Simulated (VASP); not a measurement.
Input of a VASP 6.6.1 run:

The input INCAR:

```
ALGO = Normal
EDIFF = 1E-7
EDIFFG = -0.01
ENCUT = 600
GGA = PS
IBRION = 2
ISIF = 3
ISMEAR = -1
IVDW = 13
LASPH = True
LCHARG = False
LREAL = False
LWAVE = False
NELM = 100
NSW = 60
PREC = Accurate
SIGMA = 0.05
```

The input KPOINTS:

```
k-points
0
Gamma
  11 11 3
```

File POSCAR:

```
Re
1.0
    2.7663873939      0.0000000000      0.0000000000
   -1.3831936969      2.3957617598      0.0000000000
    0.0000000000      0.0000000000      8.9388451600
Re
4
Direct
    0.6666666667      0.3333333333      0.7500000000
    0.0000000000      0.0000000000      0.5000000000
    0.3333333333      0.6666666667      0.2500000000
    0.0000000000      0.0000000000      0.0000000000
```

Potentials or basis: VASP PAW PBE potentials, release 64 (Re).

Launch:

```sh
$ cat potpaw_PBE.64/Re/POTCAR > POTCAR
$ mpirun -np 1 vasp_std > vasp.out
```

(1) Predict the space group after relaxing (to 0.05 Å).

(2) Predict the relaxed cell.

(3) Estimate the relaxed volume.

## Answers

(1) P6_3/mmc (No. 194).

(2) a = 2.740 Å, b = 2.740 Å, c = 8.858 Å, α = 90.00°, β = 90.00°, γ = 120.00°.

(3) 14.40 Å³/atom.

Caveat: the PAW data sets were made with another functional, which shifts forces and pressure a little.
